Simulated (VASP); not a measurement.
A run of VASP 6.6.1 is set up as follows.

POSCAR

```
AlN
1.0
    3.1110021516      0.0000000000      0.0000000000
   -1.5555010758      2.6942068945      0.0000000000
    0.0000000000      0.0000000000      4.9780000000
Al N
2 2
Direct
    0.3389008345      0.6778016690      0.0000000000
    0.6610991655      0.3221983310      0.5000000000
    0.3284552713      0.6569105425      0.3850000000
    0.6715447287      0.3430894575      0.8850000000
```

INCAR.step1

```
SYSTEM = AlN
PREC     = Accurate       ! precision mode
ENCUT    = 520            ! plane-wave cutoff, eV
ISMEAR   = 0              ! smearing method
SIGMA    = 0.05           ! smearing width, eV
LREAL    = .False.        ! projectors in reciprocal space
LASPH    = .True.         ! aspherical terms in the spheres
NELM     = 100            ! most SCF steps
NBANDS   = 16             ! bands
GGA      = PE             ! functional
ALGO     = Normal         ! electronic algorithm
EDIFF    = 1E-4           ! SCF threshold, eV
LWAVE    = .True.         ! write WAVECAR
LCHARG   = .False.        ! write CHGCAR
```

INCAR.step2

```
SYSTEM = AlN
PREC     = Accurate       ! precision mode
ENCUT    = 520            ! plane-wave cutoff, eV
EDIFF    = 1E-6           ! SCF threshold, eV
ISMEAR   = 0              ! smearing method
SIGMA    = 0.05           ! smearing width, eV
LREAL    = .False.        ! projectors in reciprocal space
LASPH    = .True.         ! aspherical terms in the spheres
NELM     = 100            ! most SCF steps
ALGO     = Normal         ! electronic algorithm
ISIF     = 2              ! what is computed and relaxed
LWAVE    = .False.        ! write WAVECAR
LCHARG   = .False.        ! write CHGCAR
METAGGA  = R2SCAN         ! meta-GGA
LMIXTAU  = .True.       
NBANDS   = 16             ! bands
ISTART   = 1
```

KPOINTS

```
Automatic mesh
0
Gamma
  12 12 6
  0 0 0
```

Potentials or basis: VASP PAW PBE potentials, release 64 (Al, N).

Launch:

```bash
$ cat potpaw_PBE.64/Al/POTCAR potpaw_PBE.64/N/POTCAR > POTCAR
$ cp INCAR.step1 INCAR
$ mpirun -np 1 vasp_std > vasp.out
$ cp INCAR.step2 INCAR
$ mpirun -np 1 vasp_std > vasp.out
```

(1) Estimate the pressure.

(2) What does it give for the largest force?

Answers

(1) -1.0 GPa.

(2) 0.280 eV/Å.

Caveat: the cell differs from its parent crystal (atoms displaced along a vibrational mode); the PAW data sets were made with another functional, which shifts forces and pressure a little.
